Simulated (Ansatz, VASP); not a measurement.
GaB2As3 in VASP and in Ansatz

Contents of INCAR:

```
ALGO = Normal
EDIFF = 1E-6
ENCUT = 520
GGA = PE
ISIF = 2
ISMEAR = 0
LASPH = True
LCHARG = True
LELF = True
LREAL = False
LVHAR = True
LWAVE = False
NBANDS = 46
NELM = 100
PREC = Accurate
SIGMA = 0.1
```

The input KPOINTS:

```
k-points
0
Gamma
  3 3 4
```

File POSCAR:

```
GaB2As3
1.0
    5.4997701500     -3.1752937800      0.0000000000
    5.4997701500      3.1752937800      0.0000000000
    0.0000000000      0.0000000000      6.0467037400
Ga B As
2 4 6
Direct
    0.8333333300      0.1666666700      0.4999840900
    0.1666666700      0.8333333300      0.9999840900
    0.1666666700      0.5000000000      0.4999840900
    0.5000000000      0.8333333300      0.4999840900
    0.5000000000      0.1666666700      0.9999840900
    0.8333333300      0.5000000000      0.9999840900
    0.1666666700      0.5000000000      0.8740159000
    0.8333333300      0.1666666700      0.8740159000
    0.5000000000      0.8333333300      0.8740159000
    0.5000000000      0.1666666700      0.3740159000
    0.1666666700      0.8333333300      0.3740159000
    0.8333333300      0.5000000000      0.3740159000
```

Input for Ansatz:

```yaml
crystal:
  lattice:
    - [5.49977015, -3.17529378, 0.0]
    - [5.49977015, 3.17529378, 0.0]
    - [0.0, 0.0, 6.04670374]
  atoms:
    - { symbol: Ga, position: [0.83333333, 0.16666667, 0.49998409] }
    - { symbol: Ga, position: [0.16666667, 0.83333333, 0.99998409] }
    - { symbol: B, position: [0.16666667, 0.5, 0.49998409] }
    - { symbol: B, position: [0.5, 0.83333333, 0.49998409] }
    - { symbol: B, position: [0.5, 0.16666667, 0.99998409] }
    - { symbol: B, position: [0.83333333, 0.5, 0.99998409] }
    - { symbol: As, position: [0.16666667, 0.5, 0.8740159] }
    - { symbol: As, position: [0.83333333, 0.16666667, 0.8740159] }
    - { symbol: As, position: [0.5, 0.83333333, 0.8740159] }
    - { symbol: As, position: [0.5, 0.16666667, 0.3740159] }
    - { symbol: As, position: [0.16666667, 0.83333333, 0.3740159] }
    - { symbol: As, position: [0.83333333, 0.5, 0.3740159] }
basis:
  ecutwfc: 420
kpoints:
  mp_grid: { grid: [3, 3, 4] }
hamiltonian:
  xc: pbe
scf:
  occupations: { method: gaussian, width: 0.1 }
  lower_state_search: "off"
output:
  forces: true
  stress: true
  eigenvalues: true
```

Alike in both runs: task single point; functional PBE; k mesh 3 × 3 × 4; occupations gaussian, width 0.1 eV; no spin polarisation.

|  | VASP | Ansatz |
| --- | --- | --- |
| version | VASP 6.6.1 | Ansatz 0.2.0 |
| potentials or method | VASP PAW PBE potentials, release 64 (Ga_d, B, As), cutoff 520 eV | scalar-relativistic, plane waves, PAW |
| valence electrons in the cell | 68 | 128 |

```csv
,VASP,Ansatz,Ansatz less VASP
gap on the k mesh at the Fermi level (eV),0.98,0.98,+0.004
least direct gap on the mesh (eV),1.04,1.04,0.000
pressure (GPa),-0.5,-0.7,-0.23
"traceless stress, the component that is largest in VASP (GPa)",0.35,0.34,-0.006
rms of the force components (eV/Å),1.574,1.571,-0.0024
```

Atom by atom the forces differ by 0.003 eV/Å (rms over components). VASP's potentials hold 68 valence electrons a cell and Ansatz's 128, so a difference there can come from the potentials and not from the codes.
